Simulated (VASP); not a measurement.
B:

```xyz
4
Lattice="4.1769 0.0000 0.0000 0.0000 4.1769 0.0000 0.0000 0.0000 1.7307" Properties=species:S:1:pos:R:3 pbc="T T T"
B     0.8648    2.0885    0.0000
B     3.3121    2.0885    0.0000
B     2.0885    0.8648    0.0000
B     2.0885    3.3121    0.0000
```

| Item | Value |
| --- | --- |
| Program | VASP 6.6.1 |
| Task | relaxation of cell and atoms |
| Functional | PBE |
| Potentials or basis | VASP PAW PBE potentials, release 64 (B) |
| Cutoff | 600 eV |
| k mesh | 4 × 4 × 10 |
| Occupations | gaussian, width 0.1 eV |
| Spin | no spin polarisation |

At the start: pressure 24.3 GPa; volume 7.55 Å³/atom.

Question: Where does the relaxation end?

Answer: Over 8 steps the energy falls by 128.4 meV/atom and the volume is 8.47 Å³/atom (+12.2 %); space group P4/mmm (No. 123, to 0.05 Å).

Step by step:
```tsv
step	energy change (eV)	largest force (eV/Å)	pressure (GPa)	volume (Å³)
1	0.0000	0.5092	24.32	30.19
2	-0.4747	0.1779	-6.31	35.33
3	-0.5065	0.0751	-0.41	33.87
4	-0.5098	0.0273	-1.86	34.20
5	-0.5097	0.0136	-2.21	34.29
6	-0.5123	0.0012	0.41	33.84
7	-0.5133	0.0063	-0.51	33.99
8	-0.5136	0.0126	0.03	33.87
```

Final structure:
```
CELL_PARAMETERS angstrom
4.20199 0.00000 0.00000
0.00000 4.20199 0.00000
0.00000 0.00000 1.91823
ATOMIC_POSITIONS crystal
B 0.20207 0.50000 0.00000
B 0.79793 0.50000 0.00000
B 0.50000 0.20207 0.00000
B 0.50000 0.79793 0.00000
```

Caveat: the k points lie up to 0.37 Å⁻¹ apart in the final cell.
